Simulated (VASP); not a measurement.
Here is a VASP 6.6.1 calculation.

Contents of INCAR:

```
  PREC = Accurate
  ENCUT = 520
  EDIFF = 1E-7
  ISMEAR = -1
  SIGMA = 0.08
  LREAL = False
  LASPH = True
  NELM = 80
  ALGO = Normal
  ISIF = 2
  LWAVE = False
  LCHARG = False
  LDIPOL = True
  IDIPOL = 3
  DIPOL = 0.5 0.5 0.500
  GGA = PE
  NBANDS = 38
```

Contents of KPOINTS:

```
Automatic mesh
0
Gamma
  16 16 1
```

File POSCAR:

```
Zn
1.0
    2.6356265398      0.0000000000      0.0000000000
   -1.3178132699      2.2825195384      0.0000000000
    0.0000000000      0.0000000000     26.1851000000
Zn
5
Direct
    0.0000000000      0.0000000000      0.3055177505
    0.3333333340      0.6666666660      0.4027588754
    0.0000000000      0.0000000000      0.4999999997
    0.3333333340      0.6666666660      0.5972411246
    0.0000000000      0.0000000000      0.6944822495
```

Potentials or basis: VASP PAW PBE potentials, release 64 (Zn).

Run with:

```sh
$ cat potpaw_PBE.64/Zn/POTCAR > POTCAR
$ mpirun -np 1 vasp_std > vasp.out
```

**Question.** What does it give for the largest force?

**Answer.** 0.062 eV/Å.

**Question.** Predict the band gap on the k mesh.

**Answer.** Zero (bands 30 and 31 overlap by 4.10 eV).

Forces in eV/Å, atoms in the order of the input:
```
Zn   0.000  0.000  0.050
Zn   0.000  0.000  0.062
Zn   0.000  0.000  0.000
Zn   0.000  0.000 -0.062
Zn   0.000  0.000 -0.050
```
